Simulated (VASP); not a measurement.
# C (Fd-3m) in VASP: a series of runs

C is run at these levels: PBEsol, PBE; tasks: vibrations by perturbation theory, dielectric tensor.

Program: VASP 6.6.1. These are calculated values, not measurements. Logs are shortened: lines on timing, memory, paths and dates and some standing lists are left out, and cuts for length are marked.

**1. The cell of the first run**

The structure is cubic, space group Fd-3m (No. 227). Conventional cell: a = 3.554 Å, b = 3.554 Å, c = 3.554 Å, α = 90.00°, β = 90.00°, γ = 90.00°. Within 2.1 Å of C (site symmetry -43m) lie 4 C at 1.54 Å.

**2. Vibrations by perturbation theory, PBEsol**

Contents of INCAR:

```
SYSTEM = C
ALGO = Normal ; EDIFF = 1E-8
ENCUT = 520 ; GGA = PS
IBRION = 8 ; ISIF = 2
ISMEAR = 0 ; LASPH = .True.
LCHARG = .False. ; LEPSILON = .True.
LREAL = .False. ; LWAVE = .False.
NELM = 60 ; NSW = 1
PREC = Accurate ; SIGMA = 0.01
```

Contents of KPOINTS:

```
k-points
0
Gamma
  10 10 10
  0 0 0
```

Contents of POSCAR:

```
C
1.0
    0.0000000000      1.7769045572      1.7769045572
    1.7769045572      0.0000000000      1.7769045572
    1.7769045572      1.7769045572      0.0000000000
C
2
Direct
    0.0000000000      0.0000000000      0.0000000000
    0.2500000000      0.2500000000      0.2500000000
```

Potentials or basis: VASP PAW PBE potentials, release 64 (C).

Started as:

```console
$ cat potpaw_PBE.64/C/POTCAR > POTCAR
$ mpirun -np 1 vasp_std > vasp.out
```

OUTCAR:

```text
SYSTEM = C
   EDIFF = 1E-8
   ENCUT = 520
   GGA = PS
   IBRION = 8
   ISIF = 2
   ISMEAR = 0
   LASPH = .True.
   LEPSILON = .True.
   LREAL = .False.
   NELM = 60
   NSW = 1
   PREC = Accurate

 ion  position               nearest neighbor table
   1  0.000  0.000  0.000-   2 1.54   2 1.54   2 1.54   2 1.54
   2  0.250  0.250  0.250-   1 1.54   1 1.54   1 1.54   1 1.54

  LATTYP: Found a face centered cubic cell.
 ALAT       =     3.5538091144

  Lattice vectors:

 A1 = (   0.0000000000,   1.7769045572,   1.7769045572)
 A2 = (   1.7769045572,   0.0000000000,   1.7769045572)
 A3 = (   1.7769045572,   1.7769045572,   0.0000000000)

Analysis of symmetry for initial positions (statically):
=====================================================================
 Subroutine PRICEL returns:
 Original cell was already a primitive cell.

 Routine SETGRP: Setting up the symmetry group for a
 face centered cubic supercell.

 Subroutine GETGRP returns: Found 48 space group operations
 (whereof 24 operations were pure point group operations)
 out of a pool of 48 trial point group operations.

The static configuration has the point symmetry T_d .
 The point group associated with its full space group is O_h .

Analysis of symmetry for dynamics (positions and initial velocities):
=====================================================================
 Subroutine PRICEL returns:
 Original cell was already a primitive cell.

 Routine SETGRP: Setting up the symmetry group for a
 face centered cubic supercell.

 Subroutine GETGRP returns: Found 48 space group operations
 (whereof 24 operations were pure point group operations)
 out of a pool of 48 trial point group operations.

The dynamic configuration has the point symmetry T_d .
 The point group associated with its full space group is O_h .

 Subroutine INISYM returns: Found 48 space group operations
 (whereof 24 operations are pure point group operations),
 and found     1 'primitive' translations

----------------------------------------------------------------------------------------
[... 493 lines left out ...]
           5.881033     0.000000    -0.000000
          -0.000000     5.881033    -0.000000
          -0.000000    -0.000000     5.881033
 ------------------------------------------------------

 PIEZOELECTRIC TENSOR (including local field effects)  for field in x, y, z        (e  Angst)
          XX          YY          ZZ          XY          YZ          ZX
  --------------------------------------------------------------------------------
  x     0.00000    -0.00000    -0.00000     0.00000     0.00000     0.00000
  y     0.00000     0.00000     0.00000    -0.00000     0.00000     0.00000
  z     0.00000     0.00000     0.00000     0.00000    -0.00000     0.00000

 PIEZOELECTRIC TENSOR (including local field effects)  for field in x, y, z        (C/m^2)
          XX          YY          ZZ          XY          YZ          ZX
  --------------------------------------------------------------------------------
  x     0.00000    -0.00000    -0.00000     0.00000     0.00000     0.00000
  y     0.00000     0.00000     0.00000    -0.00000     0.00000     0.00000
  z     0.00000     0.00000     0.00000     0.00000    -0.00000     0.00000

 BORN EFFECTIVE CHARGES (including local field effects) (in |e|, cummulative output)
 ---------------------------------------------------------------------------------
 ion    1
    1    -0.00000    -0.00000    -0.00000
    2     0.00000     0.00000     0.00000
    3     0.00000     0.00000     0.00000
 ion    2
    1     0.00000     0.00000     0.00000
    2     0.00000    -0.00000     0.00000
    3    -0.00000     0.00000    -0.00000

 INTERNAL STRAIN TENSOR FOR ION    2 for displacements in x,y,z  (eV/Angst):
          X           Y           Z          XY          YZ          ZX
  --------------------------------------------------------------------------------
  x     0.00000    -0.00000    -0.00000     0.00000    -3.99159     0.00000
  y    -0.00000    -0.00000    -0.00000     0.00000     0.00000    -3.99159
  z    -0.00000    -0.00000     0.00000    -3.99159     0.00000     0.00000

 SECOND DERIVATIVES (NOT SYMMETRIZED)
 ------------------------------------
               1X          1Y          1Z          2X          2Y          2Z
  1X   -37.885763    0.000000    0.000000   37.885763    0.000000    0.000000
  1Y     0.000000  -37.885763    0.000000    0.000000   37.885763    0.000000
  1Z     0.000000    0.000000  -37.885763    0.000000    0.000000   37.885763
  2X    37.885763    0.000000    0.000000  -37.885763    0.000000    0.000000
  2Y     0.000000   37.885763    0.000000    0.000000  -37.885763    0.000000
  2Z     0.000000    0.000000   37.885763    0.000000    0.000000  -37.885763

 Eigenvectors and eigenvalues of the dynamical matrix
 ----------------------------------------------------

   1 f  =   39.265774 THz   246.714133 2PiTHz 1309.765233 cm-1   162.390119 meV
             X         Y         Z           dx          dy          dz
      0.000000  0.000000  0.000000     0.000000   -0.707107    0.000000
      0.888452  0.888452  0.888452     0.000000    0.707107    0.000000
[... 21 lines left out ...]
   6 f  =    0.000000 THz     0.000000 2PiTHz    0.000000 cm-1     0.000000 meV
             X         Y         Z           dx          dy          dz
      0.000000  0.000000  0.000000     0.000000    0.000000    0.707107
      0.888452  0.888452  0.888452     0.000000    0.000000    0.707107

--------------------------------------------------------------------------------------------------------

 MACROSCOPIC STATIC DIELECTRIC TENSOR IONIC CONTRIBUTION
 ------------------------------------------------------
           0.000000    -0.000000    -0.000000
          -0.000000     0.000000     0.000000
          -0.000000     0.000000     0.000000
 ------------------------------------------------------

 ELASTIC MODULI CONTR FROM IONIC RELAXATION (kBar)
 Direction    XX          YY          ZZ          XY          YZ          ZX
 --------------------------------------------------------------------------------
 XX          -0.0000     -0.0000      0.0000     -0.0000      0.0000     -0.0000
 YY          -0.0000     -0.0000     -0.0000     -0.0000     -0.0000     -0.0000
 ZZ           0.0000     -0.0000     -0.0000      0.0000     -0.0000     -0.0000
 XY          -0.0000     -0.0000      0.0000    -60.0489      0.0000      0.0000
 YZ           0.0000     -0.0000     -0.0000      0.0000    -60.0489      0.0000
 ZX          -0.0000     -0.0000     -0.0000      0.0000      0.0000    -60.0489
 --------------------------------------------------------------------------------

 PIEZOELECTRIC TENSOR IONIC CONTR  for field in x, y, z        (C/m^2)
          XX          YY          ZZ          XY          YZ          ZX
  --------------------------------------------------------------------------------
  x     0.00000    -0.00000    -0.00000    -0.00000    -0.00000    -0.00000
  y     0.00000     0.00000     0.00000     0.00000     0.00000     0.00000
  z     0.00000     0.00000    -0.00000     0.00000     0.00000     0.00000
```

OSZICAR:

```text
N       E                     dE             d eps       ncg     rms          rms(c)
DAV:   1    -0.275624944715E+01   -0.27562E+01   -0.51244E+03   800   0.997E+02
DAV:   2    -0.198402093777E+02   -0.17084E+02   -0.16596E+02  1184   0.109E+02
DAV:   3    -0.199340938643E+02   -0.93884E-01   -0.93884E-01   816   0.104E+01
DAV:   4    -0.199342146826E+02   -0.12082E-03   -0.12082E-03  1096   0.387E-01
[... 117 lines left out ...]
RMM:   7    -0.111588964947E+00    0.32498E-05    0.11565E-07  4494   0.534E-04    0.658E-05
RMM:   8    -0.111589203474E+00   -0.23853E-06   -0.36623E-08  4448   0.828E-05    0.151E-05
RMM:   9    -0.111588988941E+00    0.21453E-06    0.62102E-08  4668   0.255E-05    0.220E-06
RMM:  10    -0.111588992252E+00   -0.33114E-08    0.36328E-09  4062   0.327E-06    0.375E-07
 Linear response finished
```

Wall time 28 s (1 thread of Intel Xeon 6975P-C (Granite Rapids), shared host); peak memory 0.16 GiB.

Results:

```
Electronic dielectric tensor (diagonal) : 5.88
Born charges (mean of the diagonal)     : C +0.00 e
Highest phonon frequency at Γ           : 1310 cm⁻¹
```

Phonon frequencies in cm⁻¹ (negative: imaginary):
```tsv
q point	frequencies
(0.000, 0.000, 0.000)	0 0 0 1310 1310 1310
```

Electronic dielectric tensor:
```
5.88 0.00 0.00
0.00 5.88 0.00
0.00 0.00 5.88
```

Born effective charge tensors (e):
atom 1, C
```
0.00 0.00 0.00
0.00 0.00 0.00
0.00 0.00 0.00
```
atom 2, C
```
0.00 0.00 0.00
0.00 0.00 0.00
0.00 0.00 0.00
```

Caveat: the cell wasn't relaxed at this level first, which shifts response properties; the PAW data sets were made with another functional, which shifts forces and pressure a little.

**3. Dielectric tensor, PBE**

This run uses another cell than the first one, of 5.64 Å³/atom, 1.005 times its volume.

Contents of INCAR:

```
SYSTEM = C
  PREC = Accurate
  ENCUT = 520
  EDIFF = 1E-8
  ISMEAR = 0
  SIGMA = 0.01
  LREAL = .False.
  LASPH = .True.
  NELM = 80
  ALGO = Normal
  ISIF = 2
  LWAVE = .False.
  LCHARG = .False.
  GGA = PE
  LEPSILON = .True.
```

Contents of KPOINTS:

```
regular mesh
0
Gamma
  10 10 10
  0 0 0
```

Contents of POSCAR:

```
C
1.0
    0.0000000000      1.7801243542      1.7801243542
    1.7801243542      0.0000000000      1.7801243542
    1.7801243542      1.7801243542      0.0000000000
C
2
Direct
    0.0000000000      0.0000000000      0.0000000000
    0.2500000000      0.2500000000      0.2500000000
```

Potentials or basis: VASP PAW PBE potentials, release 64 (C).

Started as:

```console
$ cat potpaw_PBE.64/C/POTCAR > POTCAR
$ mpirun -np 1 vasp_std > vasp.out
```

OUTCAR:

```text
SYSTEM = C
   PREC = Accurate
   ENCUT = 520
   EDIFF = 1E-8
   ISMEAR = 0
   LREAL = .False.
   LASPH = .True.
   NELM = 80
   ISIF = 2
   GGA = PE
   LEPSILON = .True.

 ion  position               nearest neighbor table
   1  0.000  0.000  0.000-   2 1.54   2 1.54   2 1.54   2 1.54
   2  0.250  0.250  0.250-   1 1.54   1 1.54   1 1.54   1 1.54

  LATTYP: Found a face centered cubic cell.
 ALAT       =     3.5602487084

  Lattice vectors:

 A1 = (   0.0000000000,   1.7801243542,   1.7801243542)
 A2 = (   1.7801243542,   0.0000000000,   1.7801243542)
 A3 = (   1.7801243542,   1.7801243542,   0.0000000000)

Analysis of symmetry for initial positions (statically):
=====================================================================
 Subroutine PRICEL returns:
 Original cell was already a primitive cell.

 Routine SETGRP: Setting up the symmetry group for a
 face centered cubic supercell.

[... 486 lines left out ...]

 Free energy of the ion-electron system (eV)
  ---------------------------------------------------
  ---------------------------------------------------
  free energy    TOTEN  =        -0.16276822 eV

  energy without entropy =       -0.16276822

------------------------ aborting loop because EDIFF is reached ----------------------------------------

 PIEZOELECTRIC TENSOR FIELD DIRECTION 3  (e Angst)
 -----------------------------------------------------------------------------
    -0.00002 -0.00000  0.00000           ( -0.00000  0.00000  0.00000)
     0.00000 -0.00002  0.00000           (  0.00000 -0.00000  0.00000)
     0.00000  0.00000 -0.00041           (  0.00000  0.00000 -0.00001)

 PIEZOELECTRIC TENSOR FIELD DIRECTION 3  (C/m^2)
 -----------------------------------------------------------------------------
    -0.00003 -0.00000  0.00000
     0.00000 -0.00003  0.00000
     0.00000  0.00000 -0.00058

 MACROSCOPIC STATIC DIELECTRIC TENSOR (including local field effects in DFT)
 ------------------------------------------------------
           5.850366     0.000000     0.000000
           0.000000     5.850366    -0.000000
           0.000000     0.000000     5.850366
 ------------------------------------------------------

 PIEZOELECTRIC TENSOR (including local field effects)  for field in x, y, z        (e  Angst)
          XX          YY          ZZ          XY          YZ          ZX
  --------------------------------------------------------------------------------
  x     0.00000     0.00000    -0.00000     0.00000     0.00000     0.00000
  y     0.00000    -0.00000    -0.00000     0.00000     0.00000    -0.00000
  z     0.00000     0.00000     0.00000     0.00000     0.00000     0.00000

 PIEZOELECTRIC TENSOR (including local field effects)  for field in x, y, z        (C/m^2)
          XX          YY          ZZ          XY          YZ          ZX
  --------------------------------------------------------------------------------
  x     0.00000     0.00000    -0.00000     0.00000     0.00000     0.00000
  y     0.00000    -0.00000    -0.00000     0.00000     0.00000    -0.00000
  z     0.00000     0.00000     0.00000     0.00000     0.00000     0.00000

 BORN EFFECTIVE CHARGES (including local field effects) (in |e|, cummulative output)
 ---------------------------------------------------------------------------------
 ion    1
    1     0.00000     0.00000     0.00000
    2     0.00000     0.00000     0.00000
    3     0.00000     0.00000     0.00000
 ion    2
    1    -0.00000     0.00000     0.00000
    2     0.00000    -0.00000     0.00000
    3     0.00000     0.00000    -0.00000
```

OSZICAR:

```text
N       E                     dE             d eps       ncg     rms          rms(c)
DAV:   1    -0.289713336984E+00   -0.28971E+00   -0.50512E+03   776   0.985E+02
DAV:   2    -0.187121177957E+02   -0.18422E+02   -0.18206E+02  1184   0.114E+02
DAV:   3    -0.188330057035E+02   -0.12089E+00   -0.12089E+00   808   0.116E+01
[... 14 lines left out ...]
RMM:   3    -0.153999519289E+00    0.52066E-03   -0.75040E-04  2561   0.258E-01    0.421E-01
RMM:   4    -0.161961970705E+00   -0.79625E-02   -0.11192E-03  2549   0.329E-01    0.389E-02
RMM:   5    -0.162719896189E+00   -0.75793E-03   -0.19928E-05  2575   0.425E-02    0.355E-03
RMM:   6    -0.162752117868E+00   -0.32222E-04   -0.20267E-07  2687   0.480E-03    0.186E-03
RMM:   7    -0.162767313687E+00   -0.15196E-04   -0.11644E-07  2620   0.405E-03    0.181E-04
RMM:   8    -0.162768262073E+00   -0.94839E-06   -0.59525E-10  2429   0.266E-04    0.486E-05
RMM:   9    -0.162768216749E+00    0.45324E-07   -0.56468E-11  2135   0.106E-04    0.448E-06
```

stdout:

```text
POSCAR found type information on POSCAR C
 POSCAR found :  1 types and       2 ions
 scaLAPACK will be used
 LDA part: xc-table for (Slater+PW92), standard interpolation
 POSCAR, INCAR and KPOINTS ok, starting setup
 FFT: planning ... GRIDC
 FFT: planning ... GRID_SOFT
 FFT: planning ... GRID
 WAVECAR not read
 entering main loop
 Linear response reoptimize wavefunctions to high precision
 Linear response G [H, r] |phi>, progress :
  Direction:   1
 Linear response G [H, r] |phi>, progress :
  Direction:   2
 Linear response G [H, r] |phi>, progress :
  Direction:   3
 Linear response to external field (no local field effect), progress :
  Direction:   1
 dielectric tensor                  component  1 :     6.962     2.689     0.766
 Linear response to external field (no local field effect), progress :
  Direction:   2
 dielectric tensor                  component  2 :     2.689     6.907    -0.984
 Linear response to external field (no local field effect), progress :
  Direction:   3
 dielectric tensor                  component  3 :     0.766    -0.984     4.003
 Linear response to external field, progress :
  Direction:   1
 dielectric tensor                  component  1 :     5.850     1.695     0.503
 Linear response to external field, progress :
  Direction:   2
 dielectric tensor                  component  2 :     1.417     5.850    -0.166
 Linear response to external field, progress :
  Direction:   3
 dielectric tensor                  component  3 :     0.173     1.009     5.850
 Born effective charges drift removed
```

Wall time 58 s (1 thread of Intel Xeon Platinum 8259CL at 2.50GHz (Skylake/Cascade Lake), shared host); peak memory 0.14 GiB.

Results:

```
Band gap on the k mesh                  : 4.18 eV, indirect (least direct gap 5.60 eV)
Electronic dielectric tensor (diagonal) : 5.85
Born charges (mean of the diagonal)     : C +0.00 e
```

Levels at points of the mesh, in eV from the valence-band top:
```tsv
k point	band 2	band 3	band 4	band 5	band 6	band 7
(0.00, 0.00, 0.00)	0.00	0.00	0.00	5.60	5.60	5.60
(0.50, 0.00, 0.00)	-13.43	-2.81	-2.81	8.48	8.48	8.92
(0.50, 0.50, 0.00)	-12.80	-6.33	-6.33	4.77	4.77	16.89
```

Electronic dielectric tensor:
```
5.85 0.00 0.00
0.00 5.85 0.00
0.00 0.00 5.85
```

Born effective charge tensors (e):
atom 1, C
```
0.00 0.00 0.00
0.00 0.00 0.00
0.00 0.00 0.00
```
atom 2, C
```
0.00 0.00 0.00
0.00 0.00 0.00
0.00 0.00 0.00
```
